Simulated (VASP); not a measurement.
# CoO (R-3m) in VASP: further runs

Runs on CoO. Level: PBE. Tasks: single point.

Everything below comes from runs of VASP 6.6.1. Logs are shortened: lines on timing, memory, paths and dates and some standing lists are left out, and cuts for length are marked.

## (1) The cell of the first run

Symmetry: R-3m, No. 166, trigonal system. Conventional cell: a = 3.011 Å, b = 3.011 Å, c = 7.320 Å, α = 90.00°, β = 90.00°, γ = 120.00°. Within 2.8 Å of Co (site symmetry -3m) lie 6 O at 2.12 Å. O (site symmetry -3m) has 6 Co at 2.12 Å within 2.8 Å.

## (2) Single point, PBE, collinear spin, ferromagnetic start

Contents of INCAR:

```
SYSTEM = CoO
PREC     = Accurate       ! precision mode
ENCUT    = 520            ! plane-wave cutoff, eV
EDIFF    = 1E-7           ! SCF threshold, eV
ISMEAR   = 0              ! smearing method
SIGMA    = 0.1            ! smearing width, eV
LREAL    = .False.        ! projectors in reciprocal space
LASPH    = .True.         ! aspherical terms in the spheres
NELM     = 150            ! most SCF steps
ALGO     = Normal         ! electronic algorithm
ISIF     = 2              ! what is computed and relaxed
LWAVE    = .False.        ! write WAVECAR
LCHARG   = .False.        ! write CHGCAR
ISPIN    = 2              ! spin polarisation
MAGMOM   = 4.3 1.89       ! initial moments
LORBIT   = 11             ! projections on sites
NUPDOWN  = 7.0            ! fixed moment
LMAXMIX  = 4              ! l up to which the mixer works
GGA      = PE             ! functional
NBANDS   = 18             ! bands
```

Contents of KPOINTS:

```
regular mesh
0
Gamma
  18 18 18
  0 0 0
```

Contents of POSCAR:

```
CoO
1.0
    1.5054695445      0.8691832468      2.4399269062
   -1.5054695445      0.8691832468      2.4399269062
    0.0000000000     -1.7383664936      2.4399269062
Co O
1 1
Direct
    0.0000000000      0.0000000000      0.0000000000
    0.5000000000      0.5000000000      0.5000000000
```

Potentials or basis: VASP PAW PBE potentials, release 64 (Co, O).

Started as:

```sh
> cat potpaw_PBE.64/Co/POTCAR potpaw_PBE.64/O/POTCAR > POTCAR
> mpirun -np 1 vasp_std > vasp.out
```

OUTCAR:

```text
SYSTEM = CoO
   PREC = Accurate
   ENCUT = 520
   EDIFF = 1E-7
   ISMEAR = 0
   LREAL = .False.
   LASPH = .True.
   NELM = 150
   ISIF = 2
   ISPIN = 2
   LORBIT = 11
   NUPDOWN = 7.0
   GGA = PE

 ion  position               nearest neighbor table
   1  0.000  0.000  0.000-   2 2.12   2 2.12   2 2.12   2 2.12   2 2.12   2 2.12
   2  0.500  0.500  0.500-   1 2.12   1 2.12   1 2.12   1 2.12   1 2.12   1 2.12

  LATTYP: Found a trigonal (rhomboedric) cell.
 ALAT       =     2.9958573687
 COS(alpha) =     0.4949531368

  Lattice vectors:

 A1 = (   1.5054695445,   0.8691832468,   2.4399269062)
 A2 = (  -1.5054695445,   0.8691832468,   2.4399269062)
 A3 = (   0.0000000000,  -1.7383664936,   2.4399269062)

Analysis of symmetry for initial positions (statically):
=====================================================================
 Subroutine PRICEL returns:
 Original cell was already a primitive cell.

 Routine SETGRP: Setting up the symmetry group for a
 trigonal (rhombohedral) supercell.

 Subroutine GETGRP returns: Found 12 space group operations
 (whereof 12 operations were pure point group operations)
 out of a pool of 12 trial point group operations.

The static configuration has the point symmetry D_3d.

Analysis of symmetry for dynamics (positions and initial velocities):
=====================================================================
 Subroutine PRICEL returns:
 Original cell was already a primitive cell.

 Routine SETGRP: Setting up the symmetry group for a
 trigonal (rhombohedral) supercell.

 Subroutine GETGRP returns: Found 12 space group operations
 (whereof 12 operations were pure point group operations)
 out of a pool of 12 trial point group operations.

The dynamic configuration has the point symmetry D_3d.

Analysis of structural, dynamic, and magnetic symmetry:
=====================================================================
 Subroutine PRICEL returns:
 Original cell was already a primitive cell.

 Routine SETGRP: Setting up the symmetry group for a
 trigonal (rhombohedral) supercell.

 Subroutine GETGRP returns: Found 12 space group operations
 (whereof 12 operations were pure point group operations)
 out of a pool of 12 trial point group operations.

The overall configuration has the point symmetry D_3d.

 Subroutine INISYM returns: Found 12 space group operations
 (whereof 12 operations are pure point group operations),
 and found     1 'primitive' translations

----------------------------------------------------------------------------------------

                                     Primitive cell

  volume of cell :      19.1563

  direct lattice vectors                    reciprocal lattice vectors
     1.505469544  0.869183247  2.439926906     0.332122295  0.191750896  0.136616114
    -1.505469544  0.869183247  2.439926906    -0.332122295  0.191750896  0.136616114
     0.000000000 -1.738366494  2.439926906     0.000000000 -0.383501793  0.136616114

  length of vectors
     2.995857369  2.995857369  2.995857369     0.407108816  0.407108816  0.407108816

  position of ions in fractional coordinates (direct lattice)
     0.000000000  0.000000000  0.000000000
     0.500000000  0.500000000  0.500000000

  ion indices of the primitive-cell ions
   primitive index   ion index
                 1           1
                 2           2

----------------------------------------------------------------------------------------

 KPOINTS: regular mesh

Automatic generation of k-mesh.
 Grid dimensions read from file:
 generate k-points for:   18   18   18

 Generating k-lattice:

  Cartesian coordinates                     Fractional coordinates (reciprocal lattice)
     0.018451239  0.010652828  0.007589784     0.055555556  0.000000000  0.000000000
    -0.018451239  0.010652828  0.007589784     0.000000000  0.055555556  0.000000000
     0.000000000 -0.021305655  0.007589784     0.000000000  0.000000000  0.055555556

  Length of vectors
     0.022617156  0.022617156  0.022617156

  Shift w.r.t. Gamma in fractional coordinates (k-lattice)
     0.000000000  0.000000000  0.000000000

 Subroutine IBZKPT returns following result:
 ===========================================

 Found    580 irreducible k-points:

 Following reciprocal coordinates:
            Coordinates               Weight
  0.000000  0.000000  0.000000      1.000000
  0.055556  0.000000 -0.000000      6.000000
  0.111111  0.000000 -0.000000      6.000000
  0.166667  0.000000 -0.000000      6.000000
  0.222222  0.000000  0.000000      6.000000
  0.277778  0.000000  0.000000      6.000000
[... 16 lines left out ...]
 -0.277778  0.055556 -0.000000     12.000000
 -0.222222  0.055556 -0.000000     12.000000
 [... further k-points ...]
   k-points           NKPTS =    580   k-points in BZ     NKDIM =    580   number of bands    NBANDS=     18
   number of dos      NEDOS =    301   number of ions     NIONS =      2
   total plane-waves  NPLWV =  13824
   dimension x,y,z NGX =    24 NGY =   24 NGZ =   24
   dimension x,y,z NGXF=    48 NGYF=   48 NGZF=   48
   ions per type =               1   1
   NGX,Y,Z   is equivalent  to a cutoff of  13.32, 13.32, 13.32 a.u.
   NGXF,Y,Z  is equivalent  to a cutoff of  26.64, 26.64, 26.64 a.u.
 SYSTEM =  CoO
   PREC   = accura    normal or accurate (medium, high low for compatibility)
   ISTART =      0    job   : 0-new  1-cont  2-samecut
   ICHARG =      2    charge: 1-file 2-atom 10-const
   ISPIN  =      2    spin polarized calculation?
   LNONCOLLINEAR =      F non collinear calculations
   LSORBIT =      F    spin-orbit coupling
   LASPH  =      T    aspherical Exc in radial PAW
   ENCUT  =  520.0 eV  38.22 Ry    6.18 a.u.   5.57  5.57  5.57*2*pi/ulx,y,z
   NELM   =    150;   NELMIN=  2; NELMDL= -5     # of ELM steps
   EDIFF  = 0.1E-06   stopping-criterion for ELM
   LREAL  =      F    real-space projection
   EDIFFG = 0.1E-05   stopping-criterion for IOM
   NSW    =      0    number of steps for IOM
   IBRION =     -1    ionic relax: 0-MD 1-quasi-New 2-CG
   NFREE  =      0    steps in history (QN), initial steepest desc. (CG)
   ISIF   =      2    stress and relaxation
   ISYM   =      2    0-nonsym 1-usesym 2-fastsym
   POTIM  = 0.5000    time-step for ionic-motion
   TEBEG  =    0.0;   TEEND  =   0.0 temperature during run
   PSTRESS=    0.0 pullay stress
   NELECT =      15.0000    total number of electrons
   NUPDOWN=       7.0000    fix difference up-down
   EMIN   =  10.00;   EMAX   =-10.00  energy-range for DOS
   EFERMI =   0.00;   METHOD = LEGACY
   ISMEAR =     0;   SIGMA  =   0.10  broadening in eV -4-tet -1-fermi 0-gaus
   EFERMI_NEDOS =   21; number of points for ismear=-14 and -15
   IALGO  =     38    algorithm
   IMIX   =      4    mixing-type and parameters
     AMIX     =   0.40;   BMIX     =  1.00
     AMIX_MAG =   1.60;   BMIX_MAG =  1.00
  volume/ion in A,a.u.               =       9.58        64.64
  Fermi-wavevector in a.u.,A,eV,Ry     =   1.508927  2.851458 30.978555  2.276860
  Thomas-Fermi vector in A             =   2.619316
   LORBIT       =     11    0 simple, 1 ext, 2 COOP (PROOUT), +10 PAW based schemes
   GGA     = PE    functional components
   LHFCALC =     F    Hartree Fock is set to
   AEXX    =    0.0000 exact exchange contribution
   IVDW    =     0    specifies the selected vdW correction
   LEPSILON=     F    determine dielectric tensor
   LRPA    =     F    only Hartree local field effects (RPA)
 spin polarized calculation
 Gauss-broadening in eV      SIGMA  =   0.10
  energy-cutoff  :      520.00
  volume of cell :       19.16
 maximum number of plane-waves:       534
   NGX = 11   NGY = 11   NGZ = 11

 number of electron      15.0000004 magnetization       7.0000095

 Free energy of the ion-electron system (eV)
  ---------------------------------------------------
  ext. energy  EPLUGINS =         0.00000000
  ---------------------------------------------------
  free energy    TOTEN  =         4.34595320 eV

  energy without entropy =        4.34962109  energy(sigma->0) =        4.34778715

 E-fermi :   4.7324     XC(G=0): -12.6616

 val. band max:       16.9154067759   @ k =  -0.2222  -0.3333   0.1111
 cond. band min:       4.7366772961   @ k =   0.1667   0.1667  -0.0000
 fundamental gap:    -12.1787294798
 Fermi energy:        16.9220585313

 spin component 1

 k-point     1 :       0.0000    0.0000    0.0000
  band No.  band energies     occupation
      1     -13.7068      1.00000
      2       0.4109      1.00000
      3       0.4109      1.00000
      4       0.4291      1.00000
      5       0.9369      1.00000
      6       0.9369      1.00000
[... 10 lines left out ...]
     17      27.9446      0.00000
     18      31.5983      0.00000

 k-point     2 :       0.0556    0.0000   -0.0000
  band No.  band energies     occupation
      1     -13.6760      1.00000
      2       0.3820      1.00000
      3       0.4136      1.00000
      4       0.4311      1.00000
      5       0.8691      1.00000
      6       0.8708      1.00000
[... 10 lines left out ...]
     17      28.2521      0.00000
     18      32.1164      0.00000

 k-point     3 :       0.1111    0.0000   -0.0000
  band No.  band energies     occupation
      1     -13.5863      1.00000
      2       0.2751      1.00000
      3       0.3947      1.00000
      4       0.4143      1.00000
      5       0.7259      1.00000
      6       0.7305      1.00000
[... 412 lines left out ...]
 k-point    23 :      -0.2778    0.0556   -0.0000
  band No.  band energies     occupation
      1     -12.9809      1.00000
      2      -0.9609      1.00000
      3      -0.3204      1.00000
      4      -0.2134      1.00000
      5       0.7522      1.00000
      6       0.8750      1.00000
[... 10 lines left out ...]
     17      33.5264      0.00000
     18      35.1153      0.00000

 k-point    24 :      -0.2222    0.0556   -0.0000
  band No.  band energies     occupation
      1     -13.1805      1.00000
      2      -0.5040      1.00000
      3      -0.1037      1.00000
      4      -0.0034      1.00000
      5       0.6639      1.00000
      6       0.8232      1.00000
[... 10 lines left out ...]
     17      33.0702      0.00000
     18      35.0087      0.00000

 [... further k-points ...]

 spin component 2

 k-point     1 :       0.0000    0.0000    0.0000
  band No.  band energies     occupation
      1     -10.7542      1.00000
      2       4.7082      0.63386
      3       4.7082      0.63386
      4       4.8885      0.01362
      5       4.8885      0.01362
      6       4.9165      0.00461
[... 10 lines left out ...]
     17      31.0228      0.00000
     18      33.7955      0.00000

 k-point     2 :       0.0556    0.0000   -0.0000
  band No.  band energies     occupation
      1     -10.7207      1.00000
      2       4.5786      0.98520
      3       4.5861      0.98071
      4       4.8101      0.13585
      5       4.8969      0.00999
      6       4.9198      0.00403
[... 10 lines left out ...]
     17      31.2542      0.00000
     18      34.4433      0.00000

 k-point     3 :       0.1111    0.0000   -0.0000
  band No.  band energies     occupation
      1     -10.6229      1.00000
      2       4.2699      1.00000
      3       4.2875      1.00000
      4       4.5155      0.99892
      5       4.9428      0.00146
      6       4.9629      0.00056
[... 412 lines left out ...]
 k-point    23 :      -0.2778    0.0556   -0.0000
  band No.  band energies     occupation
      1      -9.9560      1.00000
      2       2.3450      1.00000
      3       3.0952      1.00000
      4       3.3243      1.00000
      5       5.2454      0.00000
      6       5.2871      0.00000
[... 10 lines left out ...]
     17      37.0869      0.00000
     18      38.4119      0.00000

 k-point    24 :      -0.2222    0.0556   -0.0000
  band No.  band energies     occupation
      1     -10.1772      1.00000
      2       2.9480      1.00000
      3       3.3515      1.00000
      4       3.6783      1.00000
      5       5.1423      0.00000
      6       5.1790      0.00000
[... 10 lines left out ...]
     17      36.5703      0.00000
     18      38.1552      0.00000

 [... further k-points ...]
[... 5 lines left out ...]
  --------------------------------------------------------------------------------------
  -------------------------------------------------------------------------------------
  Total       15.2880188     15.2880188     15.1195117      0.0000000      0.0000000     -0.0000000
  in kB     1278.6462302   1278.6462303   1264.5527814      0.0000000      0.0000000     -0.0000000
  external PRESSURE =    1273.9484140 kB  Pullay stress =       0.0000000 kB

 VOLUME and BASIS-vectors are now :
 -----------------------------------------------------------------------------
  energy-cutoff  :      520.00
  volume of cell :       19.16
      direct lattice vectors                 reciprocal lattice vectors
     1.505469544  0.869183247  2.439926906     0.332122295  0.191750896  0.136616114
    -1.505469544  0.869183247  2.439926906    -0.332122295  0.191750896  0.136616114
     0.000000000 -1.738366494  2.439926906     0.000000000 -0.383501793  0.136616114

 POSITION                                       TOTAL-FORCE (eV/Angst)
 -----------------------------------------------------------------------------------
      0.00000      0.00000      0.00000         0.000000     -0.000000     -0.000000
      0.00000      0.00000      3.65989        -0.000000      0.000000      0.000000
 -----------------------------------------------------------------------------------
    total drift:                               -0.000000      0.000000     -0.000000

  FREE ENERGIE OF THE ION-ELECTRON SYSTEM (eV)
  ---------------------------------------------------
  free  energy   TOTEN  =         4.3459532008 eV

  energy  without entropy=        4.3496210906  energy(sigma->0) =        4.34778715

 total charge

# of ion       s       p       d       tot
------------------------------------------
    1        0.651   0.598   6.342   7.591
    2        1.627   3.207   0.000   4.834
--------------------------------------------------
tot          2.278   3.805   6.342  12.425

 magnetization (x)

# of ion       s       p       d       tot
------------------------------------------
    1        0.437   0.343   3.608   4.389
    2        0.124   1.471   0.000   1.595
--------------------------------------------------
tot          0.561   1.815   3.608   5.984
```

It took 2.6 min on 1 thread of Intel Xeon 6975P-C (Granite Rapids), shared host; peak memory 0.4 GiB.

Results:

```yaml
Free_energy: 4.3460 eV
Pressure: 127.4 GPa
Net_moment: 7.00 μB per cell
Site_moments: Co +4.39; O +1.59 μB
Valence_electrons_inside_the_program's_atomic_spheres: Co 7.59; O 4.83
```

Caveat: the cell stands under pressure; the total moment is fixed, so each spin has its own Fermi level; a cell with one magnetic atom can't hold antiferromagnetic order, which such compounds often take.

## (3) Single point, PBE, collinear spin, ferromagnetic start

Contents of INCAR:

```
SYSTEM = CoO
  PREC = Accurate
  ENCUT = 520
  EDIFF = 1E-6
  ISMEAR = 0
  SIGMA = 0.1
  LREAL = .False.
  LASPH = .True.
  NELM = 150
  ALGO = Normal
  ISIF = 2
  LWAVE = .False.
  LCHARG = .False.
  ISPIN = 2
  MAGMOM = 4.62 2.2
  LORBIT = 11
  NUPDOWN = 8.0
  LMAXMIX = 4
  GGA = PE
  NBANDS = 18
```

Contents of KPOINTS:

```
Automatic mesh
0
Gamma
  18 18 18
  0 0 0
```

POSCAR is that of step 2.

Potentials or basis: VASP PAW PBE potentials, release 64 (Co, O).

Started as:

```sh
> cat potpaw_PBE.64/Co/POTCAR potpaw_PBE.64/O/POTCAR > POTCAR
> mpirun -np 1 vasp_std > vasp.out
```

Wall time 2.3 min (1 thread of Intel Xeon 6975P-C (Granite Rapids), shared host); peak memory 0.4 GiB.

It converged, with:

* Free energy: 11.0444 eV
* Pressure: 165.4 GPa
* Net moment: 8.00 μB per cell
* Site moments: Co +4.84; O +1.81 μB
* Valence electrons inside the program's atomic spheres: Co 7.57; O 4.75

Stress tensor (GPa, compression positive):
```
165.47   0.00   0.00
  0.00 165.47   0.00
  0.00   0.00 165.13
```

Caveat: the moment is held away from its start; the cell stands under pressure; the total moment is fixed, so each spin has its own Fermi level; a cell with one magnetic atom can't hold antiferromagnetic order, which such compounds often take.

## (4) Single point, PBE, collinear spin, ferromagnetic start

Contents of INCAR:

```
SYSTEM = CoO
PREC = Accurate ; ENCUT = 520
EDIFF = 1E-6 ; ISMEAR = 0
SIGMA = 0.1 ; LREAL = .FALSE.
LASPH = .TRUE. ; NELM = 150
ALGO = Normal ; ISIF = 2
LWAVE = .FALSE. ; LCHARG = .TRUE.
ISPIN = 2 ; MAGMOM = 3.62 1.1
LORBIT = 11 ; NUPDOWN = 5.0
LMAXMIX = 4 ; GGA = PE
LELF = .TRUE. ; LVHAR = .TRUE.
NBANDS = 18
```

Contents of KPOINTS:

```
regular mesh
0
G
  18 18 18
  0 0 0
```

POSCAR is that of step 3.

Started as:

```sh
> cat potpaw_PBE.64/Co/POTCAR potpaw_PBE.64/O/POTCAR > POTCAR
> mpirun -np 1 vasp_std > vasp.out
```

Wall time 12 min (1 thread of Oxide Virtual Turin-like, shared host); peak memory 0.36 GiB.

The run converged. Its results:

```yaml
Free_energy: -6.4705 eV
Pressure: 55.0 GPa
Net_moment: 5.00 μB per cell
Site_moments: Co +3.57; O +0.95 μB
Valence_electrons_inside_the_program's_atomic_spheres: Co 7.67; O 4.92
```

Stress tensor (GPa, compression positive):
```
55.65  0.00  0.00
 0.00 55.65  0.00
 0.00  0.00 53.71
```

Caveat: the cell stands under pressure; the total moment is fixed, so each spin has its own Fermi level; a cell with one magnetic atom can't hold antiferromagnetic order, which such compounds often take.

## (5) Single point, PBE, collinear spin, ferromagnetic start

Contents of INCAR:

```
SYSTEM = CoO
PREC = Accurate
ENCUT = 520
EDIFF = 1E-6
ISMEAR = 0
SIGMA = 0.1
LREAL = .False.
LASPH = .True.
NELM = 150
ALGO = Normal
ISIF = 2
LWAVE = .False.
LCHARG = .False.
ISPIN = 2
MAGMOM = 3.98 1.51
LORBIT = 11
NUPDOWN = 6.0
LMAXMIX = 4
GGA = PE
NBANDS = 18
```

Contents of KPOINTS:

```
Automatic mesh
0
Gamma
  18 18 18
  0 0 0
```

POSCAR is that of step 4.

Started as:

```sh
> cat potpaw_PBE.64/Co/POTCAR potpaw_PBE.64/O/POTCAR > POTCAR
> mpirun -np 1 vasp_std > vasp.out
```

It took 12 min on 1 thread of Oxide Virtual Turin-like, shared host; peak memory 0.37 GiB.

The run converged. Its results:

- Free energy: -1.3800 eV
- Pressure: 92.5 GPa
- Net moment: 6.00 μB per cell
- Site moments: Co +4.00; O +1.29 μB
- Valence electrons inside the program's atomic spheres: Co 7.64; O 4.89

Stress tensor (GPa, compression positive):
```
93.48  0.00  0.00
 0.00 93.48  0.00
 0.00  0.00 90.44
```

Caveat: the cell stands under pressure; the total moment is fixed, so each spin has its own Fermi level; a cell with one magnetic atom can't hold antiferromagnetic order, which such compounds often take.

## (6) Summary

| fixed moment (μB) | pressure (GPa) | moment (μB) |
| --- | --- | --- |
| 7.0 | 127.4 | 7.00 |
| 8.0 | 165.4 | 8.00 |
| 5.0 | 55.0 | 5.00 |
| 6.0 | 92.5 | 6.00 |

Alike in all rows: task single point; level PBE; potentials or basis VASP PAW PBE potentials, release 64 (Co, O); spin collinear, ferromagnetic start; cell as given; k mesh 18 × 18 × 18; cutoff (eV) 520; smearing gaussian 0.1 eV.

Caveats: the cell stands under pressure; the total moment is fixed, so each spin has its own Fermi level; a cell with one magnetic atom can't hold antiferromagnetic order, which such compounds often take; the moment is held away from its start (at least some runs).

Absolute energies hang on the potentials; compare differences alone.
